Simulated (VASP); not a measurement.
NbP: single point with PBE

NbP:

```
Nb P
1.0
     6.20964    0.00000    0.00000
     4.40253    4.37919    0.00000
    -5.30608   -2.18960    2.36870
Nb P
2 2
Direct
  0.24988 0.74988 0.50000
  0.49988 0.49988 0.00000
  0.83275 0.33275 0.50000
  0.08275 0.08275 0.00000
```

* Program: VASP 6.6.1
* Task: single point
* Functional: PBE
* Potentials or basis: VASP PAW PBE potentials, release 64 (Nb_sv, P)
* Cutoff: 520 eV
* k mesh: 11 × 11 × 11
* Occupations: gaussian, width 0.05 eV
* Spin: no spin polarisation
* Dipole correction: no
* Further INCAR settings: ALGO = Normal; EDIFF = 1e-06; NBANDS = 26

* Pressure: -1.5 GPa
* Largest force: 0.018 eV/Å
* Band gap on the k mesh: zero (filled and empty bands touch)

Forces on the atoms (eV/Å):
```
Nb   0.017  0.007  0.000
Nb   0.017  0.007  0.000
P   -0.017 -0.007  0.000
P   -0.017 -0.007  0.000
```

Stress tensor (GPa, compression positive):
```
-1.67 -0.14  0.00
-0.14 -1.39  0.00
 0.00  0.00 -1.34
```

Levels at points of the mesh, in eV from the Fermi level:
| k point | band 14 | band 15 | band 16 | band 17 | band 18 | band 19 | band 20 | band 21 | band 22 | band 23 |
| --- | --- | --- | --- | --- | --- | --- | --- | --- | --- | --- |
| (0.00, 0.00, 0.00) | -2.23 | -2.13 | -1.71 | -1.36 | -1.36 | 0.83 | 1.59 | 2.64 | 3.13 | 3.13 |

It took 6.3 min on 1 thread of AMD EPYC 9R14 (Zen 4), with other jobs on the host, peak memory 0.4 GiB.
